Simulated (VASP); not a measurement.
Input of a VASP 6.6.1 run:

The input INCAR:

```
SYSTEM = Mg
PREC     = Accurate       ! precision mode
ENCUT    = 600            ! plane-wave cutoff, eV
EDIFF    = 1E-6           ! SCF threshold, eV
ISMEAR   = 0              ! smearing method
SIGMA    = 0.05           ! smearing width, eV
LREAL    = .FALSE.        ! projectors in reciprocal space
LASPH    = .TRUE.         ! aspherical terms in the spheres
NELM     = 80             ! most SCF steps
ALGO     = Fast           ! electronic algorithm
ISIF     = 4              ! what is computed and relaxed
LWAVE    = .FALSE.        ! write WAVECAR
LCHARG   = .FALSE.        ! write CHGCAR
GGA      = PS             ! functional
IBRION   = 2              ! ionic algorithm
NSW      = 60             ! ionic steps
EDIFFG   = -0.01          ! ionic threshold
```

Contents of KPOINTS:

```
regular mesh
0
G
  16 16 10
  0 0 0
```

Contents of POSCAR:

```
Mg
1.0
    3.2187853334      0.0000000000      0.0000000000
   -1.6093926667      2.7875498681      0.0000000000
    0.0000000000      0.0000000000      5.2185302052
Mg
2
Direct
    0.3333333333      0.6666666667      0.2500000000
    0.6666666667      0.3333333333      0.7500000000
```

Potentials or basis: VASP PAW PBE potentials, release 64 (Mg).

Launch:

```sh
$ cat potpaw_PBE.64/Mg/POTCAR > POTCAR
$ mpirun -np 1 vasp_std > vasp.out
```

Task: Predict the band gap on the k mesh.

Result: Zero (band 2 reaches 3.48 eV, above the bottom of band 3 at 1.27 eV).

Final structure:
```
Mg
1.0
     3.21879    0.00000    0.00000
    -1.60939    2.78755    0.00000
     0.00000    0.00000    5.21853
Mg
2
Direct
  0.33333 0.66667 0.25000
  0.66667 0.33333 0.75000
```

Caveat: the relaxation stopped at its first step, so nothing moved.
